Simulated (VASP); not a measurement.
Write the native input for VASP 6.6.1 that does the following.

| Item | Value |
| --- | --- |
| Task | single point |
| Functional | LDA |
| Potentials or basis | VASP PAW LDA potentials, release 64 (Pb_d, I) |
| Cutoff | 500 eV |
| k mesh | 9 × 9 × 6 |
| Occupations | gaussian, width 0.05 eV |
| Spin | no spin polarisation |
| Dipole correction | no |
| Further INCAR settings | ALGO = Normal; EDIFF = 1e-06; NBANDS = 21 |

The structure of PbI2 lies in POSCAR:

```
PbI2
1.0
    4.4815212346      0.0000000000      0.0000000000
   -2.2407606173      3.8811112367      0.0000000000
    0.0000000000      0.0000000000      7.2076704633
Pb I
1 2
Direct
    0.0000000000      0.0000000000      0.0000000000
    0.3333333333      0.6666666667      0.2650000000
    0.6666666667      0.3333333333      0.7350000000
```

This cell differs from its parent crystal: ratio of the length along z to the lengths across it x 1.05, volume and fractional coordinates fixed.

One way to write it, as run:

INCAR

```
SYSTEM = PbI2
PREC = Accurate ; ENCUT = 500
EDIFF = 1E-6 ; ISMEAR = 0
SIGMA = 0.05 ; LREAL = .False.
LASPH = .True. ; NELM = 120
ALGO = Normal ; ISIF = 2
LWAVE = .False. ; LCHARG = .True.
LELF = .True. ; LVHAR = .True.
NBANDS = 21 ; GGA_COMPAT = .False.
```

KPOINTS

```
regular mesh
0
Gamma
  9 9 6
  0 0 0
```

Potentials or basis: VASP PAW LDA potentials, release 64 (Pb_d, I).

Launch:

```bash
$ cat potpaw_LDA.64/Pb_d/POTCAR potpaw_LDA.64/I/POTCAR > POTCAR
$ mpirun -np 1 vasp_std > vasp.out
```

It gave:

The pressure is -1.0 GPa and the largest force is 0.120 eV/Å. The band gap on the k mesh is 2.10 eV.

Caveat: spin-orbit coupling is left out, which moves the levels of the heavy elements.

Wall time 55 s on 1 thread of Intel(R) Xeon(R) 6975P-C (Granite Rapids) (shared host), peak memory 0.3 GiB.
